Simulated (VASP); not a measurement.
Here is a VASP 6.6.1 calculation.

Contents of INCAR:

```
PREC     = Accurate       # precision mode
ENCUT    = 520            # plane-wave cutoff, eV
EDIFF    = 1E-6           # SCF threshold, eV
ISMEAR   = 1              # smearing method
SIGMA    = 0.1            # smearing width, eV
LREAL    = False          # projectors in reciprocal space
LASPH    = True           # aspherical terms in the spheres
NELM     = 100            # most SCF steps
ALGO     = Normal         # electronic algorithm
ISIF     = 2              # what is computed and relaxed
LWAVE    = False          # write WAVECAR
LCHARG   = False          # write CHGCAR
GGA      = PS             # functional
NBANDS   = 14             # bands
```

File KPOINTS:

```
regular mesh
0
Gamma
  10 10 10
```

POSCAR

```
AlCu
1.0
    2.9153437599      0.0000000000      0.0000000000
    0.0000000000      2.9153437599      0.0000000000
    0.0000000000      0.0000000000      2.9153437599
Al Cu
1 1
Direct
    0.0000000000      0.0000000000      0.0000000000
    0.5000000000      0.5000000000      0.5000000000
```

Potentials or basis: VASP PAW PBE potentials, release 64 (Al, Cu).

Command:

```console
$ cat potpaw_PBE.64/Al/POTCAR potpaw_PBE.64/Cu/POTCAR > POTCAR
$ mpirun -np 1 vasp_std > vasp.out
```

Q: Estimate the band gap on the k mesh.

A: Zero (band 7 reaches 14.07 eV, above the bottom of band 8 at 9.17 eV).

Q: Predict the pressure.

A: 7.2 GPa.

Caveat: the PAW data sets were made with another functional, which shifts forces and pressure a little.
